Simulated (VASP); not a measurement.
# TiW2 (P6_3/mmc) in VASP: a series of runs, part 2 of 2

VASP 6.6.1.

**3. Single point, PBE**

This run uses another cell than the first one, of 16.59 Å³/atom.

File INCAR:

```
SYSTEM = TiW2
  ALGO = Fast
  EDIFF = 1E-6
  ENCUT = 520
  GGA = PE
  ISIF = 2
  ISMEAR = 0
  LASPH = .TRUE.
  LCHARG = .FALSE.
  LREAL = .FALSE.
  LWAVE = .FALSE.
  NBANDS = 49
  NELM = 100
  PREC = Accurate
  SIGMA = 0.1
```

File KPOINTS:

```
k-points
0
G
  18 18 4
  0 0 0
```

File POSCAR:

```
TiW2
1.0
    2.7934507821      0.0000000000      0.0000000000
   -1.3967253911      2.4191993415      0.0000000000
    0.0000000000      0.0000000000     14.7311099589
Ti W
2 4
Direct
    0.3333333333      0.6666666667      0.7500000000
    0.6666666667      0.3333333333      0.2500000000
    0.3333333333      0.6666666667      0.0835901305
    0.3333333333      0.6666666667      0.4164098695
    0.6666666667      0.3333333333      0.9164098695
    0.6666666667      0.3333333333      0.5835901305
```

Potentials or basis: VASP PAW PBE potentials, release 64 (Ti_sv, W_sv).

The run is started by

```console
cat potpaw_PBE.64/Ti_sv/POTCAR potpaw_PBE.64/W_sv/POTCAR > POTCAR
mpirun -np 1 vasp_std > vasp.out
```

OUTCAR:

```text
SYSTEM = TiW2
   EDIFF = 1E-6
   ENCUT = 520
   GGA = PE
   ISIF = 2
   ISMEAR = 0
   LASPH = .TRUE.
   LREAL = .FALSE.
   NELM = 100
   PREC = Accurate

 ion  position               nearest neighbor table
   1  0.333  0.667  0.750-   5 2.93   6 2.93   5 2.93   6 2.93   5 2.93   6 2.93
   2  0.667  0.333  0.250-   3 2.93   4 2.93   3 2.93   4 2.93   3 2.93   4 2.93
   3  0.333  0.667  0.084-   2 2.93   2 2.93   2 2.93   5 2.94   5 2.94   5 2.94
   4  0.333  0.667  0.416-   2 2.93   2 2.93   2 2.93   6 2.94   6 2.94   6 2.94
   5  0.667  0.333  0.916-   1 2.93   1 2.93   1 2.93   3 2.94   3 2.94   3 2.94
   6  0.667  0.333  0.584-   1 2.93   1 2.93   1 2.93   4 2.94   4 2.94   4 2.94

  LATTYP: Found a hexagonal cell.
 ALAT       =     2.7934507821
 C/A-ratio  =     5.2734453219

  Lattice vectors:

 A1 = (   2.7934507821,   0.0000000000,   0.0000000000)
 A2 = (  -1.3967253911,   2.4191993415,   0.0000000000)
 A3 = (   0.0000000000,   0.0000000000,  14.7311099589)

Analysis of symmetry for initial positions (statically):
=====================================================================
 Subroutine PRICEL returns:
 Original cell was already a primitive cell.

 Routine SETGRP: Setting up the symmetry group for a
 hexagonal supercell.

 Subroutine GETGRP returns: Found 24 space group operations
 (whereof 12 operations were pure point group operations)
 out of a pool of 24 trial point group operations.

The static configuration has the point symmetry D_3d.
 The point group associated with its full space group is D_6h.

Analysis of symmetry for dynamics (positions and initial velocities):
=====================================================================
 Subroutine PRICEL returns:
 Original cell was already a primitive cell.

 Routine SETGRP: Setting up the symmetry group for a
 hexagonal supercell.

 Subroutine GETGRP returns: Found 24 space group operations
 (whereof 12 operations were pure point group operations)
 out of a pool of 24 trial point group operations.

The dynamic configuration has the point symmetry D_3d.
 The point group associated with its full space group is D_6h.

 Subroutine INISYM returns: Found 24 space group operations
 (whereof 12 operations are pure point group operations),
 and found     1 'primitive' translations

----------------------------------------------------------------------------------------

                                     Primitive cell

  volume of cell :      99.5516

  direct lattice vectors                    reciprocal lattice vectors
     2.793450782  0.000000000  0.000000000     0.357980175  0.206679950  0.000000000
    -1.396725391  2.419199342  0.000000000     0.000000000  0.413359901  0.000000000
     0.000000000  0.000000000 14.731109959     0.000000000  0.000000000  0.067883547

  length of vectors
     2.793450782  2.793450782 14.731109959     0.413359901  0.413359901  0.067883547

  position of ions in fractional coordinates (direct lattice)
     0.333333333  0.666666667  0.750000000
     0.666666667  0.333333333  0.250000000
     0.333333333  0.666666667  0.083590130
     0.333333333  0.666666667  0.416409870
     0.666666667  0.333333333  0.916409870
     0.666666667  0.333333333  0.583590130

  ion indices of the primitive-cell ions
[... 37 lines left out ...]
  0.055556  0.000000  0.000000      6.000000
  0.111111  0.000000  0.000000      6.000000
  0.166667 -0.000000  0.000000      6.000000
  0.222222 -0.000000  0.000000      6.000000
  0.277778  0.000000  0.000000      6.000000
[... 16 lines left out ...]
  0.333333  0.111111  0.000000     12.000000
  0.388889  0.111111  0.000000     12.000000
 [... further k-points ...]
   k-points           NKPTS =    111   k-points in BZ     NKDIM =    111   number of bands    NBANDS=     49
   number of dos      NEDOS =    301   number of ions     NIONS =      6
   total plane-waves  NPLWV =  64512
   dimension x,y,z NGX =    24 NGY =   24 NGZ =  112
   dimension x,y,z NGXF=    48 NGYF=   48 NGZF=  224
   ions per type =               2   4
   NGX,Y,Z   is equivalent  to a cutoff of  14.28, 14.28, 12.64 a.u.
   NGXF,Y,Z  is equivalent  to a cutoff of  28.57, 28.57, 25.28 a.u.
 SYSTEM =  TiW2
   PREC   = accura    normal or accurate (medium, high low for compatibility)
   ISTART =      0    job   : 0-new  1-cont  2-samecut
   ICHARG =      2    charge: 1-file 2-atom 10-const
   ISPIN  =      1    spin polarized calculation?
   LNONCOLLINEAR =      F non collinear calculations
   LSORBIT =      F    spin-orbit coupling
   LASPH  =      T    aspherical Exc in radial PAW
   ENCUT  =  520.0 eV  38.22 Ry    6.18 a.u.   5.19  5.19 27.39*2*pi/ulx,y,z
   NELM   =    100;   NELMIN=  2; NELMDL= -5     # of ELM steps
   EDIFF  = 0.1E-05   stopping-criterion for ELM
   LREAL  =      F    real-space projection
   EDIFFG = 0.1E-04   stopping-criterion for IOM
   NSW    =      0    number of steps for IOM
   IBRION =     -1    ionic relax: 0-MD 1-quasi-New 2-CG
   NFREE  =      0    steps in history (QN), initial steepest desc. (CG)
   ISIF   =      2    stress and relaxation
   ISYM   =      2    0-nonsym 1-usesym 2-fastsym
   POTIM  = 0.5000    time-step for ionic-motion
   TEBEG  =    0.0;   TEEND  =   0.0 temperature during run
   PSTRESS=    0.0 pullay stress
   NELECT =      80.0000    total number of electrons
   NUPDOWN=      -1.0000    fix difference up-down
   EMIN   =  10.00;   EMAX   =-10.00  energy-range for DOS
   EFERMI =   0.00;   METHOD = LEGACY
   ISMEAR =     0;   SIGMA  =   0.10  broadening in eV -4-tet -1-fermi 0-gaus
   EFERMI_NEDOS =   21; number of points for ismear=-14 and -15
   IALGO  =     68    algorithm
   IMIX   =      4    mixing-type and parameters
     AMIX     =   0.40;   BMIX     =  1.00
     AMIX_MAG =   1.60;   BMIX_MAG =  1.00
  volume/ion in A,a.u.               =      16.59       111.97
  Fermi-wavevector in a.u.,A,eV,Ry     =   1.522026  2.876212 31.518761  2.316564
  Thomas-Fermi vector in A             =   2.630661
   LORBIT       =      0    0 simple, 1 ext, 2 COOP (PROOUT), +10 PAW based schemes
   GGA     = PE    functional components
   LHFCALC =     F    Hartree Fock is set to
   AEXX    =    0.0000 exact exchange contribution
   IVDW    =     0    specifies the selected vdW correction
   LEPSILON=     F    determine dielectric tensor
   LRPA    =     F    only Hartree local field effects (RPA)
 non-spin polarized calculation
 RMM-DIIS sequential band-by-band and
 Gauss-broadening in eV      SIGMA  =   0.10
  energy-cutoff  :      520.00
  volume of cell :       99.55
 maximum number of plane-waves:      2713
 NGX is ok and might be reduce to    24
   NGX = 11   NGY = 11   NGZ = 55

 number of electron      79.9999993 magnetization

 Free energy of the ion-electron system (eV)
  ---------------------------------------------------
  ext. energy  EPLUGINS =         0.00000000
  ---------------------------------------------------
  free energy    TOTEN  =       -65.21790301 eV

  energy without entropy =      -65.17339691  energy(sigma->0) =      -65.19564996

 E-fermi :   9.8895     XC(G=0): -12.8191

 val. band max:        9.8888278011   @ k =   0.3333   0.0556   0.2500
 cond. band min:       9.8904777640   @ k =   0.2222   0.1667   0.5000
 fundamental gap:      0.0016499629
 Fermi energy:         9.8895373376

 k-point     1 :       0.0000    0.0000    0.0000
  band No.  band energies     occupation
      1     -63.8970      2.00000
      2     -63.8970      2.00000
      3     -63.8617      2.00000
      4     -63.8616      2.00000
      5     -46.6989      2.00000
      6     -46.6989      2.00000
[... 1237 lines left out ...]
     48      13.3876      0.00000
     49      13.4293      0.00000

 [... further k-points ...]

------------------------ aborting loop because EDIFF is reached ----------------------------------------

  FORCE on cell =-STRESS in cart. coord.  units (eV):
  Direction    XX          YY          ZZ          XY          YZ          ZX
  --------------------------------------------------------------------------------------
  -------------------------------------------------------------------------------------
  Total        0.1079247      0.1079247      0.0094544     -0.0000000      0.0000000      0.0000000
  in kB        1.7369345      1.7369345      0.1521591     -0.0000000      0.0000000      0.0000000
  external PRESSURE =       1.2086760 kB  Pullay stress =       0.0000000 kB

 VOLUME and BASIS-vectors are now :
 -----------------------------------------------------------------------------
  energy-cutoff  :      520.00
  volume of cell :       99.55
      direct lattice vectors                 reciprocal lattice vectors
     2.793450782  0.000000000  0.000000000     0.357980175  0.206679950  0.000000000
    -1.396725391  2.419199342  0.000000000     0.000000000  0.413359901  0.000000000
     0.000000000  0.000000000 14.731109959     0.000000000  0.000000000  0.067883547

 POSITION                                       TOTAL-FORCE (eV/Angst)
 -----------------------------------------------------------------------------------
     -0.00000      1.61280     11.04833        -0.000000     -0.000000      0.000000
      1.39673      0.80640      3.68278        -0.000000     -0.000000      0.000000
     -0.00000      1.61280      1.23138        -0.000000      0.000000      0.017432
     -0.00000      1.61280      6.13418        -0.000000     -0.000000     -0.017432
      1.39673      0.80640     13.49973         0.000000      0.000000     -0.017432
      1.39673      0.80640      8.59693         0.000000      0.000000      0.017432
 -----------------------------------------------------------------------------------
    total drift:                               -0.000000      0.000000     -0.000000

  FREE ENERGIE OF THE ION-ELECTRON SYSTEM (eV)
  ---------------------------------------------------
  free  energy   TOTEN  =       -65.2179030083 eV

  energy  without entropy=      -65.1733969101  energy(sigma->0) =      -65.19564996
```

OSZICAR:

```text
N       E                     dE             d eps       ncg     rms          rms(c)
DAV:   1     0.115091869450E+04    0.11509E+04   -0.44323E+04 10894   0.199E+03
DAV:   2     0.353194822245E+02   -0.11156E+04   -0.10874E+04 10935   0.639E+02
DAV:   3    -0.607025098208E+02   -0.96022E+02   -0.89656E+02 15281   0.169E+02
[... 27 lines left out ...]
RMM:  31    -0.652179000987E+02   -0.12917E-05   -0.17357E-05  9498   0.139E-02    0.184E-03
RMM:  32    -0.652179011341E+02   -0.10354E-05   -0.14683E-05  9176   0.131E-02    0.181E-03
RMM:  33    -0.652179018924E+02   -0.75828E-06   -0.11572E-05  8776   0.124E-02    0.174E-03
RMM:  34    -0.652179025486E+02   -0.65620E-06   -0.10072E-05  8693   0.118E-02    0.125E-03
RMM:  35    -0.652179030083E+02   -0.45972E-06   -0.82852E-06  8473   0.114E-02
   1 F= -.65217903E+02 E0= -.65195650E+02  d E =-.445061E-01
```

It took 12 min on 1 thread of Intel Xeon 6975P-C (Granite Rapids), shared host; peak memory 0.54 GiB.

What came out:

* Free energy: -65.2179 eV
* Pressure: 0.1 GPa
* Largest force: 0.017 eV/Å
* Band gap on the k mesh: zero (bands 40 and 41 overlap by 0.93 eV)

Forces on the atoms (eV/Å):
```
Ti   0.000  0.000  0.000
Ti   0.000  0.000  0.000
W    0.000  0.000  0.017
W    0.000  0.000 -0.017
W    0.000  0.000 -0.017
W    0.000  0.000  0.017
```

Caveat: spin-orbit coupling is left out, which moves the levels of the heavy elements.

The gap in the log of VASP goes by the Fermi energy; the results here count the filled bands.